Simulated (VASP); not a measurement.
A run of VASP 6.6.1:

INCAR

```
SYSTEM = Fe
PREC = Accurate
ENCUT = 600
EDIFF = 1E-7
ISMEAR = -1
SIGMA = 0.1
LREAL = .False.
LASPH = .True.
NELM = 80
ALGO = Normal
ISIF = 3
LWAVE = .False.
LCHARG = .False.
GGA = PE
IBRION = 2
NSW = 80
EDIFFG = -0.01
```

The input KPOINTS:

```
Automatic mesh
0
Gamma
  14 14 4
  0 0 0
```

The input POSCAR:

```
Fe
1.0
    2.5537576109      0.0000000000      0.0000000000
   -1.2768788055      2.2116189662      0.0000000000
    0.0000000000      0.0000000000      8.3405723573
Fe
4
Direct
    0.0000000000      0.0000000000      0.0000000000
    0.0000000000      0.0000000000      0.5000000000
    0.3333333333      0.6666666667      0.2500000000
    0.6666666667      0.3333333333      0.7500000000
```

Potentials or basis: VASP PAW PBE potentials, release 64 (Fe).

Command:

```console
$ cat potpaw_PBE.64/Fe/POTCAR > POTCAR
$ mpirun -np 1 vasp_std > vasp.out
```

Hardware: 1 thread of AMD EPYC 7R43 64-Core Processor (Zen 3), on a shared host.

Question: Estimate the wall time of this run.

Answer: Run time: 12 min on 1 thread of AMD EPYC 7R43 64-Core Processor (Zen 3), on a shared host, peak memory 0.18 GiB. Counts: scf iterations 95, k points 72, ion steps 9.
